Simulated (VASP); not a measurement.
# HW18Se36 (a cell with a defect) in VASP: notebook, part 2 of 2

VASP 6.6.1.

## Step 3: Single point, PBE

Input file INCAR:

```
SYSTEM = HW18Se36
  ALGO = Normal
  EDIFF = 1E-6
  ENCUT = 520
  GGA = PE
  ISIF = 2
  ISMEAR = -1
  LASPH = .True.
  LCHARG = .True.
  LELF = .True.
  LREAL = Auto
  LVHAR = .True.
  LWAVE = .False.
  NBANDS = 268
  NELECT = 468.0
  NELM = 100
  PREC = Accurate
  SIGMA = 0.01
```

Input file KPOINTS:

```
k-points
0
Gamma
  1 1 1
  0 0 0
```

Input file POSCAR:

```
HW18Se36
1.0
    9.7497821400      0.0000000800      0.0000000000
   -4.8748911500      8.4435589800      0.0000000000
    0.0000000000      0.0000000000     12.8261208300
W Se H
18 36 1
Direct
    0.2248517678      0.1120088086      0.7485907179
    0.1096898201      0.2261785576      0.2486229502
    0.2200862608      0.4406422684      0.7465477775
    0.1089408025      0.5593470718      0.2486566314
    0.2257299768      0.7766659767      0.7478799808
    0.1092932561      0.8929605406      0.2489660781
    0.5570923790      0.1104778160      0.7485185215
    0.4408319894      0.2247561685      0.2501651936
    0.5602986353      0.4420846664      0.7491896519
    0.4415605970      0.5607037241      0.2484335710
    0.5617488964      0.7823086178      0.7465962723
    0.4429299705      0.8933407089      0.2486888314
    0.8916218122      0.1107742518      0.7481150480
    0.7753964365      0.2268744664      0.2490838845
    0.8919007943      0.4452982371      0.7485069046
    0.7775347654      0.5614715251      0.2500879294
    0.8903639279      0.7775368117      0.7485934467
    0.7761167947      0.8925628347      0.2486161671
    0.1133147726      0.2223713952      0.8794074334
    0.2187424566      0.1139197328      0.3802494975
    0.1114463860      0.2193813054      0.6163663281
    0.2208767980      0.1151612708      0.1181055457
    0.1141133442      0.5548159256      0.8789396381
    0.2193051301      0.4481680049      0.3791879138
    0.1120396052      0.5552201391      0.6166243952
    0.2200958650      0.4483578538      0.1176461707
    0.1139921284      0.8883916141      0.8786912387
    0.2206214291      0.7816356821      0.3795042215
    0.1137082504      0.8886852107      0.6181688996
    0.2205848768      0.7817338634      0.1179616986
    0.4465064319      0.2213020562      0.8800816045
    0.5536001536      0.1145576123      0.3800339997
    0.4465378676      0.2209690213      0.6177449991
    0.5532749101      0.1158651178      0.1184081314
    0.4463664854      0.5559853346      0.8757613583
    0.5523770025      0.4498464409      0.3795475705
    0.4487442985      0.5536199812      0.6212592338
    0.5538987103      0.4483357035      0.1198232124
    0.4475531733      0.8882622816      0.8789664583
    0.5541173666      0.7829421185      0.3792143443
    0.4471762455      0.8903515664      0.6166423274
    0.5538923611      0.7821784595      0.1176696384
    0.7800412473      0.2223666516      0.8791012614
    0.8870207824      0.1152420361      0.3791627308
    0.7798993337      0.2224912436      0.6177418025
    0.8868240327      0.1154452680      0.1182439352
    0.7810742237      0.5558590813      0.8800645300
    0.8877202615      0.4486953828      0.3799912744
    0.7814086389      0.5558628712      0.6177150602
    0.8864054578      0.4489800969      0.1183662637
    0.7800228090      0.8890814827      0.8794190504
    0.8883554338      0.7835091748      0.3802381144
    0.7830029792      0.8909502445      0.6163785688
    0.8871392697      0.7814224955      0.1180775560
    0.4911253665      0.5107638818      0.5073644702
```

Potentials or basis: VASP PAW PBE potentials, release 64 (W_sv, Se, H).

Run with:

```bash
> cat potpaw_PBE.64/W_sv/POTCAR potpaw_PBE.64/Se/POTCAR potpaw_PBE.64/H/POTCAR > POTCAR
> mpirun -np 1 vasp_gam > vasp.out
```

Wall time 17 min (1 thread of Intel Xeon 8259CL, shared host); peak memory 1.2 GiB.

It converged, with:

* Free energy: -394.1662 eV
* Largest force: 0.057 eV/Å

Forces in eV/Å, atoms in the order of the input:
```
W   -0.001  0.000 -0.003
W    0.001 -0.005  0.000
W    0.002  0.001  0.006
W    0.000  0.005 -0.002
W   -0.001 -0.002 -0.004
W    0.006 -0.001 -0.001
W    0.003  0.001 -0.002
W    0.000  0.003 -0.015
W   -0.002  0.001  0.006
W    0.004 -0.003  0.002
W    0.000 -0.003 -0.005
W   -0.004 -0.002 -0.003
W   -0.003  0.002 -0.005
W    0.005 -0.004 -0.001
W    0.001 -0.002 -0.005
W   -0.007 -0.010  0.001
W    0.000 -0.002 -0.004
W   -0.001  0.002  0.001
Se  -0.003  0.003  0.049
Se  -0.003 -0.007  0.049
Se   0.000 -0.001 -0.049
Se   0.000 -0.001 -0.046
Se   0.004  0.000  0.046
Se   0.007  0.000  0.056
Se   0.000 -0.001 -0.047
Se   0.001  0.000 -0.042
Se  -0.004 -0.003  0.051
Se  -0.002  0.003  0.046
Se  -0.003 -0.002 -0.042
Se   0.004  0.003 -0.043
Se   0.001  0.001  0.048
Se  -0.002 -0.003  0.051
Se   0.002 -0.002 -0.049
Se  -0.001  0.002 -0.048
Se  -0.002  0.006  0.056
Se   0.002  0.005  0.035
Se  -0.005  0.002 -0.026
Se   0.000  0.001 -0.053
Se   0.004 -0.001  0.047
Se   0.003 -0.001  0.049
Se   0.006 -0.004 -0.050
Se  -0.002  0.001 -0.044
Se   0.000  0.001  0.045
Se   0.003 -0.002  0.051
Se  -0.001 -0.001 -0.043
Se   0.000  0.002 -0.047
Se   0.000 -0.001  0.048
Se  -0.004  0.007  0.052
Se  -0.002  0.002 -0.048
Se   0.001  0.002 -0.041
Se  -0.001 -0.001  0.048
Se  -0.003  0.004  0.049
Se   0.001 -0.003 -0.048
Se   0.001  0.003 -0.051
H   -0.005  0.004 -0.021
```

Levels at points of the mesh, in eV from the Fermi level:
```tsv
k point	band 232	band 233	band 234	band 235	band 236	band 237
(0.00, 0.00, 0.00)	-0.50	-0.50	-0.42	0.52	1.00	1.04
```

Caveat: the k points lie up to 0.74 Å⁻¹ apart; the cell carries a net charge on a neutralising background, which shifts energy and pressure; the cell is charged against a uniform background, so pressure and absolute levels hang on convention; spin-orbit coupling is left out, which moves the levels of the heavy elements.

## Step 4: Single point, PBE

Input file INCAR:

```
SYSTEM = HW18Se36
PREC = Accurate ; ENCUT = 520
EDIFF = 1E-6 ; ISMEAR = -1
SIGMA = 0.01 ; LREAL = Auto
LASPH = .TRUE. ; NELM = 100
ALGO = Normal ; ISIF = 2
LWAVE = .FALSE. ; LCHARG = .TRUE.
GGA = PE ; LELF = .TRUE.
LVHAR = .TRUE. ; NBANDS = 268
NELECT = 468.0
```

Input file KPOINTS:

```
Automatic mesh
0
G
  1 1 1
  0 0 0
```

Input file POSCAR:

```
HW18Se36
1.0
    9.7497821400      0.0000000800      0.0000000000
   -4.8748911500      8.4435589800      0.0000000000
    0.0000000000      0.0000000000     12.8261208300
W Se H
18 36 1
Direct
    0.2239322503      0.1156183056      0.7483387321
    0.1103257397      0.2222229981      0.2480913787
    0.2135944873      0.4421689943      0.7479152993
    0.1103461570      0.5559393855      0.2481042431
    0.2236627921      0.7785253822      0.7486155890
    0.1103200469      0.8891288625      0.2482593172
    0.5540325497      0.1121901272      0.7486916837
    0.4434896326      0.2221278929      0.2481617819
    0.5608885678      0.4422503549      0.7482411188
    0.4433899832      0.5554260917      0.2477166746
    0.5606764075      0.7889636314      0.7493126821
    0.4432828459      0.8891813254      0.2482345241
    0.8903630055      0.1121352893      0.7485748129
    0.7768550184      0.2222601799      0.2482455952
    0.8902945225      0.4482964989      0.7484297183
    0.7773623892      0.5561360972      0.2481316091
    0.8871419253      0.7785774866      0.7486418635
    0.7774947933      0.8890637178      0.2482010767
    0.1110885074      0.2237507899      0.8802075195
    0.2213940497      0.1112202786      0.3789699212
    0.1097554128      0.2222374470      0.6164248025
    0.2214839006      0.1112807981      0.1173852968
    0.1107980597      0.5574298708      0.8803395937
    0.2207916468      0.4442608847      0.3784597124
    0.1096486230      0.5578490068      0.6164269856
    0.2213049276      0.4445569684      0.1173109173
    0.1117311399      0.8911344149      0.8784787816
    0.2211593500      0.7779879311      0.3790133482
    0.1116025447      0.8908874811      0.6186260916
    0.2213916125      0.7780438317      0.1174019815
    0.4448300599      0.2236710810      0.8803437259
    0.5546932763      0.1113632247      0.3789493382
    0.4448267261      0.2224438734      0.6165741852
    0.5547841086      0.1112722678      0.1174760491
    0.4445389673      0.5570358395      0.8747764152
    0.5551134263      0.4443971984      0.3784431056
    0.4460049173      0.5593925471      0.6305237653
    0.5548518169      0.4445730721      0.1174169509
    0.4444570608      0.8918452494      0.8808098060
    0.5549456826      0.7785001527      0.3782635502
    0.4447440921      0.8923122326      0.6170528178
    0.5548485071      0.7781542086      0.1175073914
    0.7782323969      0.2241544048      0.8789000314
    0.8882517700      0.1113649980      0.3788719180
    0.7780406674      0.2239479753      0.6181845708
    0.8880081270      0.1112356687      0.1174866524
    0.7790932944      0.5575293486      0.8804485900
    0.8881497018      0.4446401023      0.3788112606
    0.7803154968      0.5578106280      0.6165589818
    0.8880158234      0.4444543987      0.1174962422
    0.7796845935      0.8918994888      0.8807837654
    0.8885048864      0.7780861062      0.3790456261
    0.7797567247      0.8922390375      0.6169464723
    0.8882907252      0.7780684596      0.1173728222
    0.4588696157      0.5791525795      0.5136551485
```

Run with:

```bash
> cat potpaw_PBE.64/W_sv/POTCAR potpaw_PBE.64/Se/POTCAR potpaw_PBE.64/H/POTCAR > POTCAR
> mpirun -np 1 vasp_gam > vasp.out
```

It took 15 min on 1 thread of Intel Xeon 8259CL, shared host; peak memory 1.2 GiB.

Results (log left out):

- Free energy: -394.1481 eV
- Largest force: 0.080 eV/Å

Forces in eV/Å, atoms in the order of the input:
```
W    0.001 -0.002  0.001
W   -0.001 -0.004 -0.002
W    0.001  0.002  0.016
W   -0.002  0.005 -0.002
W    0.005 -0.002 -0.001
W    0.009 -0.001  0.003
W    0.001  0.000 -0.003
W   -0.003  0.005 -0.009
W   -0.015  0.007 -0.011
W    0.006  0.005 -0.013
W   -0.006  0.002 -0.012
W   -0.021  0.001 -0.016
W   -0.005  0.002  0.002
W    0.002 -0.005  0.001
W   -0.003 -0.006  0.004
W   -0.001 -0.010  0.000
W    0.003 -0.001 -0.004
W   -0.002  0.005  0.001
Se   0.005  0.004  0.048
Se   0.001  0.001  0.046
Se   0.000  0.000 -0.048
Se   0.000  0.001 -0.049
Se   0.000  0.004  0.050
Se   0.001  0.001  0.050
Se   0.002  0.009 -0.049
Se   0.002  0.002 -0.049
Se  -0.001 -0.004  0.049
Se   0.003 -0.002  0.045
Se  -0.003 -0.001 -0.051
Se   0.008  0.000 -0.042
Se   0.000 -0.005  0.051
Se  -0.002 -0.003  0.054
Se   0.004 -0.001 -0.049
Se  -0.002  0.001 -0.046
Se   0.000  0.004  0.048
Se  -0.001 -0.005  0.042
Se   0.021 -0.022 -0.017
Se   0.000  0.000 -0.047
Se  -0.004  0.001  0.045
Se   0.012 -0.025  0.075
Se   0.000 -0.004 -0.045
Se  -0.001 -0.002 -0.039
Se  -0.001  0.002  0.045
Se  -0.007  0.001  0.053
Se  -0.001  0.001 -0.050
Se   0.001  0.002 -0.048
Se   0.004  0.008  0.050
Se  -0.002  0.005  0.054
Se   0.005  0.008 -0.048
Se  -0.006  0.004 -0.046
Se   0.002  0.000  0.050
Se  -0.004 -0.004  0.049
Se   0.003 -0.001 -0.040
Se   0.001  0.003 -0.053
H   -0.006  0.011 -0.040
```

Levels at points of the mesh, in eV from the Fermi level:
```csv
k point,band 231,band 232,band 233,band 234,band 235,band 236,band 237,band 238
"(0.00, 0.00, 0.00)",-0.83,-0.43,-0.43,-0.38,0.79,0.92,0.93,1.16
```

Caveat: the k points lie up to 0.74 Å⁻¹ apart; the cell carries a net charge on a neutralising background, which shifts energy and pressure; the cell is charged against a uniform background, so pressure and absolute levels hang on convention; spin-orbit coupling is left out, which moves the levels of the heavy elements.
